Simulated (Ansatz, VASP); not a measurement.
**One calculation of TaAs, two programs**

```xyz
4
Lattice="-1.7320 1.7320 5.8665 1.7320 -1.7320 5.8665 1.7320 1.7320 -5.8665" Properties=species:S:1:pos:R:3 pbc="T T T"
Ta    1.7320    0.0000    5.8686
Ta    0.0000    0.0000    8.8019
As    1.7320    0.0000    0.9670
As    0.0000    0.0000    3.9002
```

Alike in both runs: functional PBE; k mesh 18 × 18 × 18; occupations fermi-dirac, width 0.15 eV; no spin polarisation.

Ansatz relaxed the structure, and its values are those at the end. VASP's run is a single point on that final structure, the one shown.

|  | VASP | Ansatz |
| --- | --- | --- |
| version | VASP 6.6.1 | Ansatz 0.2.0 |
| potentials or method | VASP PAW PBE potentials, release 64 (Ta_pv, As), cutoff 520 eV | scalar-relativistic, plane waves, PAW |
| valence electrons in the cell | 32 | 56 |

|  | VASP | Ansatz | Ansatz less VASP |
| --- | --- | --- | --- |
| gap on the k mesh at the Fermi level (eV) | none | none | - |
| pressure (GPa) | 0.4 | 0.0 | -0.43 |

A gap of «none» marks a metal or a gap that the smearing closes. VASP's potentials hold 32 valence electrons a cell and Ansatz's 56, so a difference there can come from the potentials and not from the codes.

Spin-orbit coupling is off throughout.
